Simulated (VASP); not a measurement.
# LiTe3P (C2/m) in VASP: notebook

Runs on LiTe3P. Level: r2SCAN. Tasks: single point.

Everything below comes from runs of VASP 6.6.1. Logs are shortened: lines on timing, memory, paths and dates and some standing lists are left out, and cuts for length are marked.

**1. The cell of the first run**

The structure is monoclinic, space group C2/m (No. 12). The conventional cell has a = 12.372 Å, b = 7.799 Å, c = 7.263 Å, α = 90.00°, β = 125.57°, γ = 90.00°. Within 4.1 Å of Li (site symmetry 2) lie 6 Te at 2.85 to 3.63 Å and 2 Li at 3.75 to 4.04 Å and 4 P at 3.95 to 4.07 Å. Within 2.9 Å of P (site symmetry m) lie 4 Te at 2.18 to 2.38 Å. Te (site symmetry 2) has 2 P at 2.38 Å within 3.1 Å. Within 2.9 Å of Te (site symmetry m) lie 1 P at 2.21 Å and 2 Li at 2.89 Å. Te (site symmetry m) has 1 P at 2.18 Å and 2 Li at 2.85 Å within 2.9 Å.

**2. Single point, r2SCAN**

Contents of POSCAR:

```
LiTe3P
1.0
    6.1860330000      3.8995230000      0.0000000000
    6.1860330000     -3.8995230000      0.0000000000
    4.2248520000      0.0000000000     -5.9073730000
Li P Te
2 2 6
Direct
    0.2407000000      0.7593000000      0.0000000000
    0.7593000000      0.2407000000      0.0000000000
    0.1539000000      0.1539000000      0.4194000000
    0.8461000000      0.8461000000      0.5806000000
    0.7788000000      0.2212000000      0.5000000000
    0.2212000000      0.7788000000      0.5000000000
    0.1978000000      0.1978000000      0.6739000000
    0.8022000000      0.8022000000      0.3261000000
    0.3192000000      0.3192000000      0.0615000000
    0.6808000000      0.6808000000      0.9385000000
```

Contents of INCAR.step1:

```
SYSTEM = LiTe3P
PREC = Accurate
ENCUT = 520
ISMEAR = -1
SIGMA = 0.1
LREAL = .FALSE.
LASPH = .TRUE.
NELM = 100
NBANDS = 37
GGA = PE
ALGO = Normal
EDIFF = 1E-4
LWAVE = .TRUE.
LCHARG = .FALSE.
```

Contents of INCAR.step2:

```
SYSTEM = LiTe3P
PREC = Accurate
ENCUT = 520
EDIFF = 1E-6
ISMEAR = -1
SIGMA = 0.1
LREAL = .FALSE.
LASPH = .TRUE.
NELM = 100
ALGO = Normal
ISIF = 2
LWAVE = .FALSE.
LCHARG = .FALSE.
METAGGA = R2SCAN
LMIXTAU = .TRUE.
NBANDS = 37
ISTART = 1
```

Contents of KPOINTS:

```
regular mesh
0
G
  3 3 3
  0 0 0
```

Potentials or basis: VASP PAW PBE potentials, release 64 (Li_sv, P, Te).

The run is started by

```
> cat potpaw_PBE.64/Li_sv/POTCAR potpaw_PBE.64/P/POTCAR potpaw_PBE.64/Te/POTCAR > POTCAR
> cp INCAR.step1 INCAR
> mpirun -np 1 vasp_std > vasp.out
> cp INCAR.step2 INCAR
> mpirun -np 1 vasp_std > vasp.out
```

OUTCAR:

```text
SYSTEM = LiTe3P
   PREC = Accurate
   ENCUT = 520
   EDIFF = 1E-6
   ISMEAR = -1
   LREAL = .FALSE.
   LASPH = .TRUE.
   NELM = 100
   ISIF = 2
   METAGGA = R2SCAN
   ISTART = 1

 ion  position               nearest neighbor table
   1  0.241  0.759  0.000-   9 2.85  10 2.85   7 2.89   8 2.89
   2  0.759  0.241  0.000-   9 2.85  10 2.85   7 2.89   8 2.89
   3  0.154  0.154  0.419-   9 2.18   7 2.21   5 2.38   6 2.38
   4  0.846  0.846  0.581-  10 2.18   8 2.21   5 2.38   6 2.38
   5  0.779  0.221  0.500-   3 2.38   4 2.38   6 3.45
   6  0.221  0.779  0.500-   3 2.38   4 2.38   5 3.45
   7  0.198  0.198  0.674-   3 2.21   2 2.89   1 2.89
   8  0.802  0.802  0.326-   4 2.21   2 2.89   1 2.89
   9  0.319  0.319  0.062-   3 2.18   2 2.85   1 2.85
  10  0.681  0.681  0.938-   4 2.18   2 2.85   1 2.85

  LATTYP: Found a base centered monoclinic cell.
 ALAT       =    12.3720660000
 B/A-ratio  =     0.6303753957
 C/A-ratio  =     0.5870219059
 COS(beta)  =    -0.5817212969

  Lattice vectors:

 A1 = (  -6.1860330000,  -3.8995230000,   0.0000000000)
 A2 = (  -6.1860330000,   3.8995230000,   0.0000000000)
 A3 = (   4.2248520000,   0.0000000000,  -5.9073730000)

Analysis of symmetry for initial positions (statically):
=====================================================================
 Subroutine PRICEL returns:
 Original cell was already a primitive cell.

 Routine SETGRP: Setting up the symmetry group for a
 base centered monoclinic supercell.

 Subroutine GETGRP returns: Found  4 space group operations
 (whereof  4 operations were pure point group operations)
 out of a pool of  4 trial point group operations.

The static configuration has the point symmetry C_2h.

Analysis of symmetry for dynamics (positions and initial velocities):
=====================================================================
 Subroutine PRICEL returns:
 Original cell was already a primitive cell.

 Routine SETGRP: Setting up the symmetry group for a
 base centered monoclinic supercell.

 Subroutine GETGRP returns: Found  4 space group operations
 (whereof  4 operations were pure point group operations)
 out of a pool of  4 trial point group operations.

The dynamic configuration has the point symmetry C_2h.

 Subroutine INISYM returns: Found  4 space group operations
 (whereof  4 operations are pure point group operations),
 and found     1 'primitive' translations

----------------------------------------------------------------------------------------

                                     Primitive cell

  volume of cell :     285.0021

  direct lattice vectors                    reciprocal lattice vectors
     6.186033000  3.899523000  0.000000000     0.080827244  0.128220811  0.057806261
     6.186033000 -3.899523000  0.000000000     0.080827244 -0.128220811  0.057806261
     4.224852000  0.000000000 -5.907373000     0.000000000  0.000000000 -0.169279983

  length of vectors
     7.312542916  7.312542916  7.262673763     0.162219553  0.162219553  0.169279983

  position of ions in fractional coordinates (direct lattice)
     0.240700000  0.759300000  0.000000000
     0.759300000  0.240700000  0.000000000
     0.153900000  0.153900000  0.419400000
     0.846100000  0.846100000  0.580600000
     0.778800000  0.221200000  0.500000000
     0.221200000  0.778800000  0.500000000
     0.197800000  0.197800000  0.673900000
     0.802200000  0.802200000  0.326100000
     0.319200000  0.319200000  0.061500000
     0.680800000  0.680800000  0.938500000

  ion indices of the primitive-cell ions
   primitive index   ion index
                 1           1
                 2           2
                 3           3
                 4           4
                 5           5
                 6           6
                 7           7
                 8           8
                 9           9
                10          10

----------------------------------------------------------------------------------------

 KPOINTS: regular mesh

Automatic generation of k-mesh.
 Grid dimensions read from file:
 generate k-points for:    3    3    3

 Generating k-lattice:

  Cartesian coordinates                     Fractional coordinates (reciprocal lattice)
     0.026942415  0.042740270  0.019268754     0.333333333 -0.000000000  0.000000000
     0.026942415 -0.042740270  0.019268754    -0.000000000  0.333333333  0.000000000
     0.000000000  0.000000000 -0.056426661     0.000000000  0.000000000  0.333333333

  Length of vectors
     0.054073184  0.054073184  0.056426661

  Shift w.r.t. Gamma in fractional coordinates (k-lattice)
     0.000000000  0.000000000  0.000000000

 Subroutine IBZKPT returns following result:
 ===========================================

 Found     10 irreducible k-points:

 Following reciprocal coordinates:
            Coordinates               Weight
  0.000000  0.000000  0.000000      1.000000
  0.333333  0.000000  0.000000      4.000000
  0.333333  0.333333  0.000000      2.000000
 -0.333333  0.333333  0.000000      2.000000
  0.000000  0.000000  0.333333      2.000000
  0.333333  0.000000  0.333333      4.000000
 -0.333333 -0.000000  0.333333      4.000000
  0.333333  0.333333  0.333333      2.000000
 -0.333333  0.333333  0.333333      4.000000
 -0.333333 -0.333333  0.333333      2.000000
   k-points           NKPTS =     10   k-points in BZ     NKDIM =     10   number of bands    NBANDS=     37
   number of dos      NEDOS =    301   number of ions     NIONS =     10
   total plane-waves  NPLWV = 157464
   dimension x,y,z NGX =    54 NGY =   54 NGZ =   54
   dimension x,y,z NGXF=   108 NGYF=  108 NGZF=  108
   ions per type =               2   2   6
   NGX,Y,Z   is equivalent  to a cutoff of  12.28, 12.28, 12.36 a.u.
   NGXF,Y,Z  is equivalent  to a cutoff of  24.55, 24.55, 24.72 a.u.
 SYSTEM =  LiTe3P
   PREC   = accura    normal or accurate (medium, high low for compatibility)
   ISTART =      1    job   : 0-new  1-cont  2-samecut
   ICHARG =      0    charge: 1-file 2-atom 10-const
   ISPIN  =      1    spin polarized calculation?
   LNONCOLLINEAR =      F non collinear calculations
   LSORBIT =      F    spin-orbit coupling
   LASPH  =      T    aspherical Exc in radial PAW
   ENCUT  =  520.0 eV  38.22 Ry    6.18 a.u.  13.60 13.60 13.50*2*pi/ulx,y,z
   NELM   =    100;   NELMIN=  2; NELMDL=  0     # of ELM steps
   EDIFF  = 0.1E-05   stopping-criterion for ELM
   LREAL  =      F    real-space projection
   EDIFFG = 0.1E-04   stopping-criterion for IOM
   NSW    =      0    number of steps for IOM
   IBRION =     -1    ionic relax: 0-MD 1-quasi-New 2-CG
   NFREE  =      0    steps in history (QN), initial steepest desc. (CG)
   ISIF   =      2    stress and relaxation
   ISYM   =      2    0-nonsym 1-usesym 2-fastsym
   POTIM  = 0.5000    time-step for ionic-motion
   TEBEG  =    0.0;   TEEND  =   0.0 temperature during run
   PSTRESS=    0.0 pullay stress
   NELECT =      52.0000    total number of electrons
   NUPDOWN=      -1.0000    fix difference up-down
   EMIN   =  10.00;   EMAX   =-10.00  energy-range for DOS
   EFERMI =   0.00;   METHOD = LEGACY
   ISMEAR =    -1;   SIGMA  =   0.10  broadening in eV -4-tet -1-fermi 0-gaus
   EFERMI_NEDOS =   21; number of points for ismear=-14 and -15
   IALGO  =     38    algorithm
   IMIX   =      4    mixing-type and parameters
     AMIX     =   0.40;   BMIX     =  1.00
     AMIX_MAG =   1.60;   BMIX_MAG =  1.00
  volume/ion in A,a.u.               =      28.50       192.33
  Fermi-wavevector in a.u.,A,eV,Ry     =   0.928524  1.754656 11.730362  0.862157
  Thomas-Fermi vector in A             =   2.054710
   LORBIT       =      0    0 simple, 1 ext, 2 COOP (PROOUT), +10 PAW based schemes
   METAGGA = R2SCAN    functional components
   LHFCALC =     F    Hartree Fock is set to
   AEXX    =    0.0000 exact exchange contribution
   IVDW    =     0    specifies the selected vdW correction
   LEPSILON=     F    determine dielectric tensor
   LRPA    =     F    only Hartree local field effects (RPA)
 non-spin polarized calculation
  energy-cutoff  :      520.00
  volume of cell :      285.00
 maximum number of plane-waves:      7695
 NGX is ok and might be reduce to    54
   NGX = 27   NGY = 27   NGZ = 27

 number of electron      52.0000006 magnetization

 Free energy of the ion-electron system (eV)
  ---------------------------------------------------
  ext. energy  EPLUGINS =         0.00000000
  ---------------------------------------------------
  free energy    TOTEN  =      -174.99578229 eV

  energy without entropy =     -174.99001057  energy(sigma->0) =     -174.99289643

 E-fermi :   5.0475     XC(G=0):  -8.9835

 val. band max:        4.7459743906   @ k =   0.0000   0.0000   0.0000
 cond. band min:       5.5500087955   @ k =   0.0000   0.0000   0.3333
 fundamental gap:      0.8040344049
 Fermi energy:         5.0474591500

 k-point     1 :       0.0000    0.0000    0.0000
  band No.  band energies     occupation
      1     -43.2747      2.00000
      2     -43.2743      2.00000
      3     -11.6384      2.00000
      4     -10.1136      2.00000
      5      -7.5315      2.00000
      6      -7.5252      2.00000
[... 29 lines left out ...]
     36       9.6516      0.00000
     37       9.6787      0.00000

 k-point     2 :       0.3333    0.0000    0.0000
  band No.  band energies     occupation
      1     -43.2746      2.00000
      2     -43.2743      2.00000
      3     -11.5854      2.00000
      4     -10.1951      2.00000
      5      -7.6426      2.00000
      6      -7.5125      2.00000
[... 29 lines left out ...]
     36       9.5319      0.00000
     37       9.9666      0.00000
[... 278 lines left out ...]
     36       9.6329      0.00000
     37      10.1748      0.00000

 k-point    10 :      -0.3333   -0.3333    0.3333
  band No.  band energies     occupation
      1     -43.2746      2.00000
      2     -43.2743      2.00000
      3     -11.5378      2.00000
      4     -10.2391      2.00000
      5      -7.6444      2.00000
      6      -7.5604      2.00000
[... 29 lines left out ...]
     36       9.5508      0.00000
     37      10.0054      0.00000

------------------------ aborting loop because EDIFF is reached ----------------------------------------

  FORCE on cell =-STRESS in cart. coord.  units (eV):
  Direction    XX          YY          ZZ          XY          YZ          ZX
  --------------------------------------------------------------------------------------
  -------------------------------------------------------------------------------------
  Total       20.7677355     11.4561583     29.4255755      0.0000000      0.0000000     -1.2667434
  in kB      116.7485832     64.4023151    165.4197803      0.0000000      0.0000000     -7.1211663
  external PRESSURE =     115.5235595 kB  Pullay stress =       0.0000000 kB

 VOLUME and BASIS-vectors are now :
 -----------------------------------------------------------------------------
  energy-cutoff  :      520.00
  volume of cell :      285.00
      direct lattice vectors                 reciprocal lattice vectors
     6.186033000  3.899523000  0.000000000     0.080827244  0.128220811  0.057806261
     6.186033000 -3.899523000  0.000000000     0.080827244 -0.128220811  0.057806261
     4.224852000  0.000000000 -5.907373000     0.000000000  0.000000000 -0.169279983

 POSITION                                       TOTAL-FORCE (eV/Angst)
 -----------------------------------------------------------------------------------
      6.18603     -2.02229      0.00000        -0.000000      0.001720     -0.000000
      6.18603      2.02229      0.00000        -0.000000     -0.001720      0.000000
      3.67596      0.00000     -2.47755        -1.682851     -0.000000     -0.705382
     12.92095      0.00000     -3.42982         1.682851     -0.000000      0.705382
      8.29846      2.17437     -2.95369        -0.000000     -3.135149      0.000000
      8.29846     -2.17437     -2.95369        -0.000000      3.135149      0.000000
      5.29432      0.00000     -3.98098         3.407773     -0.000000     -2.652794
     11.30260      0.00000     -1.92639        -3.407773     -0.000000      2.652794
      4.20899      0.00000     -0.36330         1.012596     -0.000000      4.314560
     12.38793      0.00000     -5.54407        -1.012596     -0.000000     -4.314560
 -----------------------------------------------------------------------------------
    total drift:                               -0.000000      0.000000      0.000000

  FREE ENERGIE OF THE ION-ELECTRON SYSTEM (eV)
  ---------------------------------------------------
  free  energy   TOTEN  =      -174.9957822915 eV

  energy  without entropy=     -174.9900105720  energy(sigma->0) =     -174.99289643
```

Wall time 10 min (1 thread of Oxide Virtual Turin-like, shared host); peak memory 0.45 GiB.

What came out:

| Quantity | Value |
| --- | --- |
| Free energy | -174.9958 eV |
| Largest force | 4.432 eV/Å |
| Band gap on the k mesh | 0.80 eV (least direct gap 1.13 eV) |

Forces in eV/Å, atoms in the order of the input:
```
Li   0.000  0.002  0.000
Li   0.000 -0.002  0.000
P   -1.683  0.000 -0.705
P    1.683  0.000  0.705
Te   0.000 -3.135  0.000
Te   0.000  3.135  0.000
Te   3.408  0.000 -2.653
Te  -3.408  0.000  2.653
Te   1.013  0.000  4.315
Te  -1.013  0.000 -4.315
```

Levels at points of the mesh, in eV from the valence-band top:
```csv
k point,band 22,band 23,band 24,band 25,band 26,band 27,band 28,band 29,band 30,band 31
"(0.00, 0.00, 0.00)",-1.58,-1.22,-0.57,-0.42,0.00,1.13,1.77,1.89,2.53,2.80
```

Caveat: the cutoff is under 1.25 times the usual one of these potentials, so pressure, stress and relaxed cells hold a basis-set (Pulay) error; the PAW data sets were made with another functional, which shifts forces and pressure a little; spin-orbit coupling is left out, which moves the levels of the heavy elements. A k mesh can miss the band edges.

**3. Single point, r2SCAN**

POSCAR is that of step 2.

Contents of INCAR.step1:

```
PREC = Accurate
ENCUT = 520
ISMEAR = -1
SIGMA = 0.1
LREAL = F
LASPH = T
NELM = 80
NBANDS = 37
GGA = PE
ALGO = Normal
EDIFF = 1E-4
LWAVE = T
LCHARG = F
```

Contents of INCAR.step2:

```
PREC = Accurate
ENCUT = 520
EDIFF = 1E-7
ISMEAR = -1
SIGMA = 0.1
LREAL = F
LASPH = T
NELM = 80
ALGO = Normal
ISIF = 2
LWAVE = F
LCHARG = F
METAGGA = R2SCAN
LMIXTAU = T
NBANDS = 37
ISTART = 1
```

Contents of KPOINTS:

```
Automatic mesh
0
Gamma
  3 3 3
```

Potentials or basis: VASP PAW PBE potentials, release 64 (Li_sv, P, Te).

The run is started by

```
> cat potpaw_PBE.64/Li_sv/POTCAR potpaw_PBE.64/P/POTCAR potpaw_PBE.64/Te/POTCAR > POTCAR
> cp INCAR.step1 INCAR
> mpirun -np 1 vasp_std > vasp.out
> cp INCAR.step2 INCAR
> mpirun -np 1 vasp_std > vasp.out
```

It took 17 min on 1 thread of Oxide Virtual Turin-like, shared host; peak memory 0.45 GiB.

Results (log left out):

| Quantity | Value |
| --- | --- |
| Free energy | -174.9958 eV |
| Largest force | 4.432 eV/Å |
| Band gap on the k mesh | 0.80 eV (least direct gap 1.13 eV) |

Forces on the atoms (eV/Å):
```
Li   0.000  0.002  0.000
Li   0.000 -0.002  0.000
P   -1.683  0.000 -0.705
P    1.683  0.000  0.705
Te   0.000 -3.135  0.000
Te   0.000  3.135  0.000
Te   3.408  0.000 -2.653
Te  -3.408  0.000  2.653
Te   1.013  0.000  4.315
Te  -1.013  0.000 -4.315
```

Levels at points of the mesh, in eV from the valence-band top:
```
           k point  band 23  band 24  band 25  band 26  band 27  band 28  band 29  band 30
(0.00, 0.00, 0.00)    -1.22    -0.57    -0.42     0.00     1.13     1.77     1.89     2.53
```

Caveat: the cutoff is under 1.25 times the usual one of these potentials, so pressure, stress and relaxed cells hold a basis-set (Pulay) error; the PAW data sets were made with another functional, which shifts forces and pressure a little; spin-orbit coupling is left out, which moves the levels of the heavy elements. A k mesh can miss the band edges.
